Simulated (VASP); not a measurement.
Input of a VASP 6.6.1 run:

File INCAR:

```
PREC = Accurate
ENCUT = 690
EDIFF = 1E-6
ISMEAR = 0
SIGMA = 0.1
LREAL = F
LASPH = T
NELM = 200
ALGO = Normal
ISIF = 2
LWAVE = F
LCHARG = F
LMAXMIX = 4
LDAU = T
LDAUTYPE = 2
LDAUL = 2 -1
LDAUU = 6.6 0
LDAUJ = 0 0
LDAUPRINT = 1
GGA = PE
NBANDS = 18
GGA_COMPAT = F
```

The input KPOINTS:

```
regular mesh
0
Gamma
  2 2 2
```

The input POSCAR:

```
CoSi
1.0
    0.0000000000      2.6825000000      2.6825000000
    2.6825000000      0.0000000000      2.6825000000
    2.6825000000      2.6825000000      0.0000000000
Co Si
1 1
Direct
    0.0000000000      0.0000000000      0.0000000000
    0.2500000000      0.2500000000      0.2500000000
```

Potentials or basis: VASP PAW PBE potentials, release 64 (Co_sv, Si).

Run with:

```bash
$ cat potpaw_PBE.64/Co_sv/POTCAR potpaw_PBE.64/Si/POTCAR > POTCAR
$ mpirun -np 1 vasp_std > vasp.out
```

**Question.** Predict the band gap on the k mesh.

**Answer.** Zero (an odd number of electrons rules out a gap without spin polarisation).

**Question.** Estimate the pressure.

**Answer.** -9.5 GPa.

Eigenvalues of the final occupation matrices:
```
    site  spin  trace               eigenvalues
site 1 d     1   3.53  0.59 0.59 0.59 0.87 0.87
site 1 d     2   3.53  0.59 0.59 0.59 0.87 0.87
```

Caveat: the k points lie up to 1.01 Å⁻¹ apart, too coarse for converged energies and pressures of a metal; an odd number of electrons without spin polarisation forces a metal; a magnetic or distorted state may lie lower; U without spin polarisation on a metal has little footing; the U is typed as a test and isn't derived for this compound. Spin polarisation is off, so any magnetic state and its effect on volume and gap are missing.
